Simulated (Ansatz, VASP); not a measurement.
CuO: VASP and Ansatz over several settings

```
CELL_PARAMETERS angstrom
2.00415 -2.16781 0.00000
2.00415 2.16781 0.00000
0.00000 0.00000 5.19007
ATOMIC_POSITIONS crystal
Cu 0.50000 0.00000 0.00000
Cu 0.00000 0.50000 0.50000
O 0.50000 0.50000 0.25000
O 0.50000 0.50000 0.75000
```

Single points on this cell with VASP 6.6.1 and Ansatz 0.2.0. Each row is one pair of runs. Alike in all rows: spin: off; k mesh: 9 × 9 × 5; smearing: fermi-dirac, width 0.05 eV.

| level | VASP's potentials, cutoff | Ansatz's potentials, cutoff | gap on the k mesh at the Fermi level (eV), VASP | gap on the k mesh at the Fermi level (eV), Ansatz | pressure (GPa), VASP | pressure (GPa), Ansatz |
| --- | --- | --- | --- | --- | --- | --- |
| r2SCAN | VASP PAW PBE potentials, release 64 (Cu, O), 520 eV | Ansatz PAW, 500 eV | none | ? | -6.8 | ? |
| RPBE | VASP PAW PBE potentials, release 64 (Cu_sv_GW, O), 820 eV | Ansatz PAW, 420 eV | none | none | 2.7 | 3.4 |
| LDA | VASP PAW LDA potentials, release 64 (Cu_sv_GW, O), 820 eV | Ansatz PAW, 420 eV | none | none | -15.1 | -14.7 |

**Question.** Fill in what Ansatz gave in row 1.

**Answer.** gap on the k mesh at the Fermi level (eV): none; pressure (GPa): -7.7.

VASP's potentials hold 34 valence electrons a cell and Ansatz's 50 in some rows, so a difference there can come from the potentials and not from the codes.

A gap of «none» marks a metal or a gap that the smearing closes.
